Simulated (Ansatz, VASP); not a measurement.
**SnO in VASP and in Ansatz**

```xyz
8
Lattice="3.8202 0.0003 0.0000 -0.0003 3.8202 0.0000 0.0000 0.0000 22.2261" Properties=species:S:1:pos:R:3 pbc="T T T"
Sn    3.8196    3.8202    4.5000
Sn    1.9097    1.9100    6.8630
Sn    2.8646    3.8202   11.2630
Sn    4.7745    5.7304   13.6261
O     3.8198    1.9102    5.6815
O     1.9096    3.8201    5.6815
O     2.8644    5.7302   12.4446
O     4.7747    3.8203   12.4446
```

Alike in both runs: task single point; functional PBE; dispersion D3(BJ); k mesh 7 × 7 × 1; occupations gaussian, width 0.05 eV; no spin polarisation.

|  | VASP | Ansatz |
| --- | --- | --- |
| version | VASP 6.6.1 | Ansatz 0.2.0 |
| potentials or method | VASP PAW PBE potentials, release 64 (Sn_d, O), cutoff 520 eV | scalar-relativistic, plane waves, PAW |
| valence electrons in the cell | 80 | 80 |

|  | VASP | Ansatz | Ansatz less VASP |
| --- | --- | --- | --- |
| gap on the k mesh at the Fermi level (eV) | 2.60 | 2.64 | +0.045 |
| least direct gap on the mesh (eV) | 2.62 | 2.66 | +0.043 |
| rms of the force components (eV/Å) | 0.053 | 0.020 | -0.0329 |

Ansatz's warnings: structure snapped to symmetry.
